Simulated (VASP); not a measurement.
Crystal: Sc2B2Sb.

```
Sc B Sb
1.0
     3.72088    0.00000    0.00000
    -1.86044    3.22238    0.00000
     0.00000    0.00000    7.99019
Sc B Sb
2 2 1
Direct
  0.00000 0.00000 0.63501
  0.00000 0.00000 0.36499
  0.33333 0.66667 0.50000
  0.66667 0.33333 0.50000
  0.00000 0.00000 0.00000
```

The cell was generated, and may not be a known phase.

| Item | Value |
| --- | --- |
| Program | VASP 6.6.1 |
| Task | relaxation of cell and atoms |
| Functional | PBE |
| Potentials or basis | VASP PAW PBE potentials, release 64 (Sc_sv, B, Sb) |
| Cutoff | 600 eV |
| k mesh | 6 × 6 × 2 |
| Occupations | gaussian, width 0.1 eV |
| Spin | no spin polarisation |

At the start: pressure 2.7 GPa; volume 19.16 Å³/atom.

Where does the relaxation end?

Over 8 steps the energy falls by 922.0 meV/atom and the volume is 16.60 Å³/atom (-13.4 %); space group P6/mmm (No. 191, to 0.1 Å) before and after.

The path:
| step | energy change (eV) | largest force (eV/Å) | pressure (GPa) | volume (Å³) |
| --- | --- | --- | --- | --- |
| 1 | 0.0000 | 6.1795 | 2.74 | 95.80 |
| 2 | -3.5659 | 0.5260 | -11.16 | 99.48 |
| 3 | -3.6799 | 0.2969 | -12.76 | 99.95 |
| 4 | -4.4034 | 0.6220 | 4.77 | 78.92 |
| 5 | -4.5707 | 0.5491 | -2.26 | 84.40 |
| 6 | -4.6042 | 0.0645 | 0.99 | 82.42 |
| 7 | -4.6090 | 0.1080 | 0.09 | 82.93 |
| 8 | -4.6100 | 0.0308 | 0.09 | 83.00 |

Final structure:
```
CELL_PARAMETERS angstrom
3.24550 0.00000 0.00000
-1.62275 2.81068 0.00000
0.00000 0.00000 9.09904
ATOMIC_POSITIONS crystal
Sc 0.00000 0.00000 0.68209
Sc 0.00000 0.00000 0.31791
B 0.33333 0.66667 0.50000
B 0.66667 0.33333 0.50000
Sb 0.00000 0.00000 0.00000
```

Caveat: the k points lie up to 0.37 Å⁻¹ apart in the final cell, too coarse for converged energies and pressures of a metal.
